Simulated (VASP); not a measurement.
# V (I4_1/amd) in VASP: notebook

The runs below take V through single point, with LDA.

Program: VASP 6.6.1. These are calculated values, not measurements. Logs are shortened: lines on timing, memory, paths and dates and some standing lists are left out, and cuts for length are marked.

## Step 1: The cell of the first run

It takes space group I4_1/amd (No. 141, tetragonal). Conventional cell: a = 3.923 Å, b = 3.923 Å, c = 2.265 Å, α = 90.00°, β = 90.00°, γ = 90.00°. V (site symmetry -4m2) has 10 V at 2.04 to 2.60 Å within 2.7 Å.

## Step 2: Single point, LDA

INCAR reads:

```
SYSTEM = V
ALGO = Normal
EDIFF = 1E-6
ENCUT = 520
ISIF = 2
ISMEAR = -1
LASPH = .TRUE.
LCHARG = .FALSE.
LREAL = .FALSE.
LWAVE = .FALSE.
NBANDS = 20
NELM = 60
PREC = Accurate
SIGMA = 0.1
```

KPOINTS reads:

```
k-points
0
G
  20 20 20
  0 0 0
```

POSCAR reads:

```
V
1.0
   -1.9614752417      1.9614752417      1.1326964766
    1.9614752417     -1.9614752417      1.1326964766
    1.9614752417      1.9614752417     -1.1326964766
V
2
Direct
   -0.3750000000     -0.1250000000     -0.2500000000
    0.3750000000      0.1250000000      0.2500000000
```

Potentials or basis: VASP PAW LDA potentials, release 64 (V_sv).

The run is started by

```sh
cat potpaw_LDA.64/V_sv/POTCAR > POTCAR
mpirun -np 1 vasp_std > vasp.out
```

OUTCAR:

```text
SYSTEM = V
   EDIFF = 1E-6
   ENCUT = 520
   ISIF = 2
   ISMEAR = -1
   LASPH = .TRUE.
   LREAL = .FALSE.
   NELM = 60
   PREC = Accurate

 ion  position               nearest neighbor table
   1  0.625  0.875  0.750-   2 2.04   2 2.04   2 2.04   2 2.04   2 2.60   2 2.60   2 2.60   2 2.60

   2  0.375  0.125  0.250-   1 2.04   1 2.04   1 2.04   1 2.04   1 2.60   1 2.60   1 2.60   1 2.60

  LATTYP: Found a body centered tetragonal cell.
 ALAT       =     3.9229504834
 C/A-ratio  =     0.5774717175

  Lattice vectors:

 A1 = (  -1.9614752417,   1.9614752417,   1.1326964766)
 A2 = (   1.9614752417,  -1.9614752417,   1.1326964766)
 A3 = (   1.9614752417,   1.9614752417,  -1.1326964766)

Analysis of symmetry for initial positions (statically):
=====================================================================
 Subroutine PRICEL returns:
 Original cell was already a primitive cell.

 Routine SETGRP: Setting up the symmetry group for a
 body centered tetragonal supercell.

 Subroutine GETGRP returns: Found 16 space group operations
 (whereof  4 operations were pure point group operations)
 out of a pool of 16 trial point group operations.

The static configuration has the point symmetry C_2h.
 The point group associated with its full space group is D_4h.

Analysis of symmetry for dynamics (positions and initial velocities):
=====================================================================
 Subroutine PRICEL returns:
 Original cell was already a primitive cell.

 Routine SETGRP: Setting up the symmetry group for a
 body centered tetragonal supercell.

 Subroutine GETGRP returns: Found 16 space group operations
 (whereof  4 operations were pure point group operations)
 out of a pool of 16 trial point group operations.

The dynamic configuration has the point symmetry C_2h.
 The point group associated with its full space group is D_4h.

 Subroutine INISYM returns: Found 16 space group operations
 (whereof  4 operations are pure point group operations),
 and found     1 'primitive' translations

----------------------------------------------------------------------------------------

                                     Primitive cell

  volume of cell :      17.4317

  direct lattice vectors                    reciprocal lattice vectors
    -1.961475242  1.961475242  1.132696477     0.000000000  0.254910176  0.441424521
     1.961475242 -1.961475242  1.132696477     0.254910176  0.000000000  0.441424521
     1.961475242  1.961475242 -1.132696477     0.254910176  0.254910176  0.000000000

  length of vectors
     2.996292969  2.996292969  2.996292969     0.509739940  0.509739940  0.360497429

  position of ions in fractional coordinates (direct lattice)
     0.625000000  0.875000000  0.750000000
     0.375000000  0.125000000  0.250000000

  ion indices of the primitive-cell ions
   primitive index   ion index
                 1           1
                 2           2

----------------------------------------------------------------------------------------

 KPOINTS: k-points

Automatic generation of k-mesh.
 Grid dimensions read from file:
 generate k-points for:   20   20   20

 Generating k-lattice:

  Cartesian coordinates                     Fractional coordinates (reciprocal lattice)
     0.000000000  0.012745509  0.022071226     0.050000000  0.000000000  0.000000000
     0.012745509  0.000000000  0.022071226     0.000000000  0.050000000  0.000000000
     0.012745509  0.012745509  0.000000000     0.000000000  0.000000000  0.050000000

  Length of vectors
     0.025486997  0.025486997  0.018024871

  Shift w.r.t. Gamma in fractional coordinates (k-lattice)
     0.000000000  0.000000000  0.000000000

 Subroutine IBZKPT returns following result:
 ===========================================

 Found    641 irreducible k-points:

 Following reciprocal coordinates:
            Coordinates               Weight
  0.000000  0.000000  0.000000      1.000000
  0.050000 -0.000000  0.000000      8.000000
  0.100000 -0.000000  0.000000      8.000000
  0.150000 -0.000000  0.000000      8.000000
  0.200000 -0.000000  0.000000      8.000000
  0.250000 -0.000000  0.000000      8.000000
[... 16 lines left out ...]
 -0.400000  0.050000 -0.000000     16.000000
 -0.350000  0.050000 -0.000000     16.000000
 [... further k-points ...]
   k-points           NKPTS =    641   k-points in BZ     NKDIM =    641   number of bands    NBANDS=     20
   number of dos      NEDOS =    301   number of ions     NIONS =      2
   total plane-waves  NPLWV =  13824
   dimension x,y,z NGX =    24 NGY =   24 NGZ =   24
   dimension x,y,z NGXF=    48 NGYF=   48 NGZF=   48
   ions per type =               2
   NGX,Y,Z   is equivalent  to a cutoff of  13.32, 13.32, 13.32 a.u.
   NGXF,Y,Z  is equivalent  to a cutoff of  26.63, 26.63, 26.63 a.u.
 SYSTEM =  V
   PREC   = accura    normal or accurate (medium, high low for compatibility)
   ISTART =      0    job   : 0-new  1-cont  2-samecut
   ICHARG =      2    charge: 1-file 2-atom 10-const
   ISPIN  =      1    spin polarized calculation?
   LNONCOLLINEAR =      F non collinear calculations
   LSORBIT =      F    spin-orbit coupling
   LASPH  =      T    aspherical Exc in radial PAW
   ENCUT  =  520.0 eV  38.22 Ry    6.18 a.u.   5.57  5.57  5.57*2*pi/ulx,y,z
   NELM   =     60;   NELMIN=  2; NELMDL= -5     # of ELM steps
   EDIFF  = 0.1E-05   stopping-criterion for ELM
   LREAL  =      F    real-space projection
   EDIFFG = 0.1E-04   stopping-criterion for IOM
   NSW    =      0    number of steps for IOM
   IBRION =     -1    ionic relax: 0-MD 1-quasi-New 2-CG
   NFREE  =      0    steps in history (QN), initial steepest desc. (CG)
   ISIF   =      2    stress and relaxation
   ISYM   =      2    0-nonsym 1-usesym 2-fastsym
   POTIM  = 0.5000    time-step for ionic-motion
   TEBEG  =    0.0;   TEEND  =   0.0 temperature during run
   PSTRESS=    0.0 pullay stress
   NELECT =      26.0000    total number of electrons
   NUPDOWN=      -1.0000    fix difference up-down
   EMIN   =  10.00;   EMAX   =-10.00  energy-range for DOS
   EFERMI =   0.00;   METHOD = LEGACY
   ISMEAR =    -1;   SIGMA  =   0.10  broadening in eV -4-tet -1-fermi 0-gaus
   EFERMI_NEDOS =   21; number of points for ismear=-14 and -15
   IALGO  =     38    algorithm
   IMIX   =      4    mixing-type and parameters
     AMIX     =   0.40;   BMIX     =  1.00
     AMIX_MAG =   1.60;   BMIX_MAG =  1.00
  volume/ion in A,a.u.               =       8.72        58.82
  Fermi-wavevector in a.u.,A,eV,Ry     =   1.870479  3.534693 47.602600  3.498692
  Thomas-Fermi vector in A             =   2.916287
   LORBIT       =      0    0 simple, 1 ext, 2 COOP (PROOUT), +10 PAW based schemes
   GGA     = CA    functional components
   LHFCALC =     F    Hartree Fock is set to
   AEXX    =    0.0000 exact exchange contribution
   IVDW    =     0    specifies the selected vdW correction
   LEPSILON=     F    determine dielectric tensor
   LRPA    =     F    only Hartree local field effects (RPA)
 non-spin polarized calculation
  energy-cutoff  :      520.00
  volume of cell :       17.43
 maximum number of plane-waves:       500
   NGX = 11   NGY = 11   NGZ = 11

 number of electron      26.0000014 magnetization

 Free energy of the ion-electron system (eV)
  ---------------------------------------------------
  ext. energy  EPLUGINS =         0.00000000
  ---------------------------------------------------
  free energy    TOTEN  =       -15.96086360 eV

  energy without entropy =      -15.92185702  energy(sigma->0) =      -15.94136031

 E-fermi :  16.7295     XC(G=0): -15.7286

 val. band max:       16.7263252691   @ k =   0.5000   0.0500   0.0000
 cond. band min:      16.7362014294   @ k =  -0.1000  -0.4500   0.0500
 fundamental gap:      0.0098761604
 Fermi energy:        16.7294575333

 k-point     1 :       0.0000    0.0000    0.0000
  band No.  band energies     occupation
      1     -47.4179      2.00000
      2     -45.3036      2.00000
      3     -22.3706      2.00000
      4     -22.3706      2.00000
      5     -19.5710      2.00000
      6     -19.5180      2.00000
[... 12 lines left out ...]
     19      24.2809      0.00000
     20      29.0545      0.00000

 k-point     2 :       0.0500   -0.0000    0.0000
  band No.  band energies     occupation
      1     -47.3975      2.00000
      2     -45.3062      2.00000
      3     -22.3678      2.00000
      4     -22.3413      2.00000
      5     -19.6277      2.00000
      6     -19.5783      2.00000
[... 12 lines left out ...]
     19      24.1508      0.00000
     20      29.2478      0.00000

 k-point     3 :       0.1000   -0.0000    0.0000
  band No.  band energies     occupation
      1     -47.3375      2.00000
      2     -45.3143      2.00000
      3     -22.3598      2.00000
      4     -22.2573      2.00000
      5     -19.7967      2.00000
      6     -19.7451      2.00000
[... 12 lines left out ...]
     19      23.8783      0.00000
     20      29.7861      0.00000

 k-point     4 :       0.1500   -0.0000    0.0000
  band No.  band energies     occupation
      1     -47.2418      2.00000
      2     -45.3283      2.00000
      3     -22.3469      2.00000
      4     -22.1307      2.00000
      5     -20.0798      2.00000
      6     -19.9697      2.00000
[... 12 lines left out ...]
     19      23.6427      0.00000
     20      30.5358      0.00000

 k-point     5 :       0.2000   -0.0000    0.0000
  band No.  band energies     occupation
      1     -47.1168      2.00000
      2     -45.3486      2.00000
      3     -22.3300      2.00000
      4     -21.9851      2.00000
      5     -20.4370      2.00000
      6     -20.2180      2.00000
[... 12 lines left out ...]
     19      23.4897      0.00000
     20      31.2704      0.00000

 k-point     6 :       0.2500   -0.0000    0.0000
  band No.  band energies     occupation
      1     -46.9712      2.00000
      2     -45.3760      2.00000
      3     -22.3104      2.00000
      4     -21.8640      2.00000
      5     -20.8118      2.00000
      6     -20.4471      2.00000
[... 12 lines left out ...]
     19      23.3648      0.00000
     20      31.7162      0.00000

 k-point     7 :       0.3000   -0.0000    0.0000
  band No.  band energies     occupation
      1     -46.8159      2.00000
      2     -45.4105      2.00000
      3     -22.2898      2.00000
      4     -21.8410      2.00000
      5     -21.1432      2.00000
      6     -20.5915      2.00000
[... 12 lines left out ...]
     19      23.2186      0.00000
     20      31.7085      0.00000
[... 277 lines left out ...]
 k-point    20 :       0.4500    0.0500    0.0000
  band No.  band energies     occupation
      1     -46.4060      2.00000
      2     -45.5411      2.00000
      3     -22.4051      2.00000
      4     -22.1614      2.00000
      5     -21.7022      2.00000
      6     -20.4392      2.00000
[... 12 lines left out ...]
     19      24.2859      0.00000
     20      29.1623      0.00000

 k-point    21 :       0.5000    0.0500    0.0000
  band No.  band energies     occupation
      1     -46.4138      2.00000
      2     -45.5538      2.00000
      3     -22.3767      2.00000
      4     -22.1578      2.00000
      5     -21.6787      2.00000
      6     -20.3428      2.00000
[... 12 lines left out ...]
     19      23.9394      0.00000
     20      29.5220      0.00000

 k-point    22 :      -0.4500    0.0500   -0.0000
  band No.  band energies     occupation
      1     -46.4865      2.00000
      2     -45.5399      2.00000
      3     -22.3190      2.00000
      4     -22.0927      2.00000
      5     -21.5845      2.00000
      6     -20.3511      2.00000
[... 12 lines left out ...]
     19      23.0325      0.00000
     20      30.3431      0.00000

 k-point    23 :      -0.4000    0.0500   -0.0000
  band No.  band energies     occupation
      1     -46.6074      2.00000
      2     -45.5093      2.00000
      3     -22.3058      2.00000
      4     -21.9235      2.00000
      5     -21.4312      2.00000
      6     -20.4319      2.00000
[... 12 lines left out ...]
     19      22.8669      0.00000
     20      30.6298      0.00000

 k-point    24 :      -0.3500    0.0500   -0.0000
  band No.  band energies     occupation
      1     -46.7555      2.00000
      2     -45.4732      2.00000
      3     -22.3184      2.00000
      4     -21.7586      2.00000
      5     -21.2120      2.00000
      6     -20.4664      2.00000
[... 12 lines left out ...]
     19      23.0498      0.00000
     20      30.8314      0.00000

 [... further k-points ...]

------------------------ aborting loop because EDIFF is reached ----------------------------------------

  FORCE on cell =-STRESS in cart. coord.  units (eV):
  Direction    XX          YY          ZZ          XY          YZ          ZX
  --------------------------------------------------------------------------------------
  -------------------------------------------------------------------------------------
  Total       17.3801520     17.3801520     16.8415226     -0.0000000     -0.0000000      0.0000000
  in kB     1597.4414509   1597.4414509   1547.9350463     -0.0000000     -0.0000000      0.0000000
  external PRESSURE =    1580.9393161 kB  Pullay stress =       0.0000000 kB

 VOLUME and BASIS-vectors are now :
 -----------------------------------------------------------------------------
  energy-cutoff  :      520.00
  volume of cell :       17.43
      direct lattice vectors                 reciprocal lattice vectors
    -1.961475242  1.961475242  1.132696477     0.000000000  0.254910176  0.441424521
     1.961475242 -1.961475242  1.132696477     0.254910176  0.000000000  0.441424521
     1.961475242  1.961475242 -1.132696477     0.254910176  0.254910176  0.000000000

 POSITION                                       TOTAL-FORCE (eV/Angst)
 -----------------------------------------------------------------------------------
      1.96148      0.98074      0.84952         0.000000     -0.000000     -0.000000
      0.00000      0.98074      0.28317        -0.000000      0.000000      0.000000
 -----------------------------------------------------------------------------------
    total drift:                               -0.000000      0.000000      0.000000

  FREE ENERGIE OF THE ION-ELECTRON SYSTEM (eV)
  ---------------------------------------------------
  free  energy   TOTEN  =       -15.9608635955 eV

  energy  without entropy=      -15.9218570186  energy(sigma->0) =      -15.94136031
```

It took 56 s on 1 thread of Intel Xeon 6975P-C (Granite Rapids), shared host; peak memory 0.27 GiB.

Results:

| Item | Value |
| --- | --- |
| Free energy | -15.9609 eV |
| Pressure | 158.1 GPa |
| Band gap on the k mesh | zero (bands 13 and 14 overlap by 2.33 eV) |

Levels at points of the mesh, in eV from the Fermi level:
| k point | band 9 | band 10 | band 11 | band 12 | band 13 | band 14 | band 15 | band 16 | band 17 | band 18 |
| --- | --- | --- | --- | --- | --- | --- | --- | --- | --- | --- |
| (0.00, 0.00, 0.00) | -7.48 | -7.28 | -3.71 | -2.69 | -1.62 | 2.02 | 2.02 | 2.20 | 2.20 | 6.06 |
| (0.50, 0.00, 0.00) | -5.92 | -5.31 | -3.34 | -1.59 | 0.01 | 1.25 | 2.22 | 2.82 | 5.15 | 5.19 |
| (0.50, 0.50, 0.00) | -4.68 | -4.68 | -2.54 | -2.54 | -0.42 | -0.42 | 2.86 | 2.86 | 4.08 | 4.08 |
| (0.50, 0.50, 0.50) | -3.96 | -3.96 | -1.28 | -1.28 | 1.50 | 1.50 | 1.96 | 1.96 | 3.03 | 3.03 |

Caveat: atoms lie so close that the PAW spheres overlap strongly, which falsifies energies and pressures; the cell stands under pressure.

(Continued in part 2 of 2.)
